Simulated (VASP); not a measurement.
A run of VASP 6.6.1 is set up as follows.

File INCAR:

```
PREC = Accurate
ENCUT = 520
EDIFF = 1E-6
ISMEAR = 0
SIGMA = 0.05
LREAL = F
LASPH = T
NELM = 100
ALGO = Normal
ISIF = 2
LWAVE = F
LCHARG = F
NBANDS = 25
```

KPOINTS

```
Automatic mesh
0
Gamma
  6 6 6
```

Contents of POSCAR:

```
BaLiF3
1.0
    3.9885816400      0.0000000000      0.0000000000
    0.0000000000      3.9885816400      0.0000000000
    0.0000000000      0.0000000000      3.8689241908
Ba Li F
1 1 3
Direct
    0.0000000000      0.0000000000      0.0000000000
    0.5000000000      0.5000000000      0.5000000000
    0.0000000000      0.5000000000      0.5000000000
    0.5000000000      0.5000000000      0.0000000000
    0.5000000000      0.0000000000      0.5000000000
```

Potentials or basis: VASP PAW LDA potentials, release 64 (Ba_sv, Li_sv, F).

Run with:

```sh
$ cat potpaw_LDA.64/Ba_sv/POTCAR potpaw_LDA.64/Li_sv/POTCAR potpaw_LDA.64/F/POTCAR > POTCAR
$ mpirun -np 1 vasp_std > vasp.out
```

Q: Predict the band gap on the k mesh.

A: 6.34 eV.

Caveat: the cell differs from its parent crystal (strain +0.000 along x and y, -0.030 along z); spin-orbit coupling is left out, which moves the levels of the heavy elements. A k mesh can miss the band edges.
